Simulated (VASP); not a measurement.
Write the native input for VASP 6.6.1 that does the following.

```yaml
Task: single point
Functional: PBE
Potentials_or_basis: VASP PAW PBE potentials, release 64 (Zn, O)
Cutoff: 520 eV
k_mesh: 8 × 4 × 4
Occupations: gaussian, width 0.2 eV
Spin: no spin polarisation
Dipole_correction: no
Further_INCAR_settings: ALGO = Normal; EDIFF = 1e-06; NBANDS = 65
```

The structure of Zn4O lies in POSCAR:

```
Zn4O
1.0
    1.4837916378     -2.5733970191     -0.0027003619
   -4.4395139108     -2.5667817512      0.0209786245
    0.0343297216      0.0101005236     -8.8805687910
Zn O
8 2
Direct
    0.9992668738      0.6681432015      0.1493574793
    0.4994259382      0.1682289783      0.1493844398
    0.5005181511      0.8316877352      0.8506603324
    1.0010941204      0.3316642389      0.8506231809
    0.4987921240      0.8325559027      0.3817060461
    1.0002015917      0.3326307983      0.3817601065
    0.9994072108      0.6676432809      0.6182721298
    0.5007273114      0.1673863817      0.6182252484
    0.5002717566      0.5000466722      1.0000011975
    0.0002949220      0.0000128104      0.0000098392
```

One way to write it, as run:

INCAR

```
SYSTEM = Zn4O
  ALGO = Normal
  EDIFF = 1E-6
  ENCUT = 520
  GGA = PE
  ISIF = 2
  ISMEAR = 0
  LASPH = .TRUE.
  LCHARG = .FALSE.
  LREAL = .FALSE.
  LWAVE = .FALSE.
  NBANDS = 65
  NELM = 60
  PREC = Accurate
  SIGMA = 0.2
```

KPOINTS

```
k-points
0
G
  8 4 4
  0 0 0
```

Potentials or basis: VASP PAW PBE potentials, release 64 (Zn, O).

Launch:

```console
$ cat potpaw_PBE.64/Zn/POTCAR potpaw_PBE.64/O/POTCAR > POTCAR
$ mpirun -np 1 vasp_std > vasp.out
```

It gave:

The pressure is 0.4 GPa, the largest force is 0.041 eV/Å and the band gap on the k mesh is zero (band 54 reaches 3.79 eV, above the bottom of band 55 at 2.44 eV).

Wall time 9 min on 1 thread of Oxide Virtual Turin-like Processor (shared host), peak memory 0.49 GiB.
